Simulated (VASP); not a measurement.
Wanted: the native input for a VASP 6.6.1 run.

```yaml
Task: single point
Functional: LDA
Potentials_or_basis: VASP PAW LDA potentials, release 64 (Ni, O)
Cutoff: 520 eV
k_mesh: 11 × 11 × 11
Occupations: fermi-dirac, width 0.05 eV
Spin: collinear spin, ferromagnetic start
Starting_moments: "[1.0, 0.0] μB"
Dipole_correction: no
Further_INCAR_settings: ALGO = Normal; EDIFF = 1e-06; NBANDS = 19
```

The structure of NiO lies in POSCAR:

```
NiO
1.0
    0.0000000000      2.0997159621      2.0997159621
    2.0997159621      0.0000000000      2.0997159621
    2.0997159621      2.0997159621      0.0000000000
Ni O
1 1
Direct
    0.0000000000      0.0000000000      0.0000000000
    0.5000000000      0.5000000000      0.5000000000
```

These files were run (other wordings do the same):

INCAR

```
  PREC = Accurate
  ENCUT = 520
  EDIFF = 1E-6
  ISMEAR = -1
  SIGMA = 0.05
  LREAL = False
  LASPH = True
  NELM = 150
  ALGO = Normal
  ISIF = 2
  LWAVE = False
  LCHARG = False
  ISPIN = 2
  MAGMOM = 1 0
  LORBIT = 11
  LMAXMIX = 4
  NBANDS = 19
```

KPOINTS

```
Automatic mesh
0
Gamma
  11 11 11
```

Potentials or basis: VASP PAW LDA potentials, release 64 (Ni, O).

The run is started by

```bash
$ cat potpaw_LDA.64/Ni/POTCAR potpaw_LDA.64/O/POTCAR > POTCAR
$ mpirun -np 1 vasp_std > vasp.out
```

Results of the run:

```json
{
 "Pressure": "-22.8 GPa",
 "Net moment": "0.23 μB per cell",
 "Site moments": "Ni +0.20; O +0.03 μB",
 "Valence electrons inside the program's atomic spheres": "Ni 9.05; O 4.89"
}
```

Run time: 26 s on 1 thread of Intel Xeon 6975P-C (shared host), peak memory 0.16 GiB.
